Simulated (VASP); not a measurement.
Here is a VASP 6.6.1 calculation.

Contents of INCAR:

```
PREC     = Accurate       # precision mode
ENCUT    = 520            # plane-wave cutoff, eV
EDIFF    = 1E-8           # SCF threshold, eV
ISMEAR   = -1             # smearing method
SIGMA    = 0.03           # smearing width, eV
LREAL    = F              # projectors in reciprocal space
LASPH    = T              # aspherical terms in the spheres
NELM     = 100            # most SCF steps
ALGO     = Normal         # electronic algorithm
ISIF     = 2              # what is computed and relaxed
LWAVE    = F              # write WAVECAR
LCHARG   = F              # write CHGCAR
LEFG     = T            
NBANDS   = 18             # bands
```

The input KPOINTS:

```
Automatic mesh
0
Gamma
  13 13 7
```

File POSCAR:

```
Sc
1.0
    3.3087978973      0.0000000000      0.0000000000
   -1.6543989486      2.8655030350      0.0000000000
    0.0000000000      0.0000000000      5.2680000000
Sc
2
Direct
    0.3333333333      0.6666666667      0.2500000000
    0.6666666667      0.3333333333      0.7500000000
```

Potentials or basis: VASP PAW LDA potentials, release 64 (Sc_sv).

Run with:

```bash
$ cat potpaw_LDA.64/Sc_sv/POTCAR > POTCAR
$ mpirun -np 1 vasp_std > vasp.out
```

(1) What does it give for the pressure?

(2) Predict the band gap on the k mesh.

## Answers

(1) -5.2 GPa.

(2) zero (band 11 reaches 4.10 eV, above the bottom of band 12 at 2.90 eV).

Caveat: without QUAD_EFG the Cq values of the log hold for a quadrupole moment of 1 mb, not for the nuclei.
